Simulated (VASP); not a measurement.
**Bi4C: single point with PBE**

The system is Bi4C.

```xyz
5
Lattice="5.4727 0.0000 0.0000 0.0000 5.4727 0.0000 0.0000 0.0000 5.4727" Properties=species:S:1:pos:R:3 pbc="T T T"
Bi    0.0000    2.7364    2.7364
Bi    2.7364    0.0000    2.7364
Bi    2.7364    2.7364    0.0000
Bi    2.7364    2.7364    2.7364
C     0.0000    0.0000    0.0000
```

The cell was generated, and may not be a known phase.

```
Program             : VASP 6.6.1
Task                : single point
Functional          : PBE
Potentials or basis : VASP PAW PBE potentials, release 64 (Bi_d, C)
Cutoff              : 520 eV
k mesh              : 4 × 4 × 4
Occupations         : gaussian, width 0.1 eV
Spin                : no spin polarisation
```

```
Pressure               : 11.4 GPa
Band gap on the k mesh : zero (bands 32 and 33 overlap by 0.85 eV)
```

Levels at points of the mesh, in eV from the Fermi level:
| k point | band 30 | band 31 | band 32 | band 33 | band 34 | band 35 |
| --- | --- | --- | --- | --- | --- | --- |
| (0.00, 0.00, 0.00) | -0.90 | -0.90 | 0.04 | 0.04 | 0.04 | 1.36 |
| (0.50, 0.00, 0.00) | -1.50 | -0.63 | -0.34 | 0.15 | 0.15 | 0.54 |
| (0.50, 0.50, 0.00) | -0.97 | -0.97 | -0.30 | 0.04 | 0.04 | 0.41 |
| (0.50, 0.50, 0.50) | 0.44 | 0.60 | 0.60 | 0.60 | 0.65 | 0.65 |

Wall time 120 s on 1 thread of Intel(R) Xeon(R) Platinum 8488C (Sapphire Rapids), with other jobs on the host, peak memory 0.27 GiB.

Caveat: the cell stands under pressure; spin-orbit coupling is left out, which moves the levels of the heavy elements.
